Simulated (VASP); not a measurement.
Input of a VASP 6.6.1 run:

File INCAR:

```
PREC     = Accurate       # precision mode
ENCUT    = 520            # plane-wave cutoff, eV
EDIFF    = 1E-6           # SCF threshold, eV
ISMEAR   = 0              # smearing method
SIGMA    = 0.03           # smearing width, eV
LREAL    = F              # projectors in reciprocal space
LASPH    = T              # aspherical terms in the spheres
NELM     = 80             # most SCF steps
ALGO     = Normal         # electronic algorithm
ISIF     = 2              # what is computed and relaxed
LWAVE    = F              # write WAVECAR
LCHARG   = F              # write CHGCAR
NBANDS   = 16             # bands
```

File KPOINTS:

```
Automatic mesh
0
Gamma
  12 12 6
```

Contents of POSCAR:

```
Si
1.0
    3.6780647621      0.0000000000      0.0000000000
   -1.8390323811      3.1852975207      0.0000000000
    0.0000000000      0.0000000000      5.8260122402
Si
4
Direct
    0.3333333333      0.6666666667      0.0630095000
    0.6666666667      0.3333333333      0.5630095000
    0.3333333333      0.6666666667      0.4369905000
    0.6666666667      0.3333333333      0.9369905000
```

Potentials or basis: VASP PAW LDA potentials, release 64 (Si).

Run with:

```bash
$ cat potpaw_LDA.64/Si/POTCAR > POTCAR
$ mpirun -np 1 vasp_std > vasp.out
```

Q: Estimate the band gap on the k mesh.

A: Zero (band 8 reaches 7.87 eV, above the bottom of band 9 at 7.57 eV).

Q: Predict the largest force.

A: 0.835 eV/Å.

Q: Estimate the pressure.

A: 19.0 GPa.

Forces on the atoms (eV/Å):
```
Si   0.000  0.000 -0.835
Si   0.000  0.000 -0.835
Si   0.000  0.000  0.835
Si   0.000  0.000  0.835
```

Caveat: the cell differs from its parent crystal (strain -0.040 along x and y, -0.080 along z).
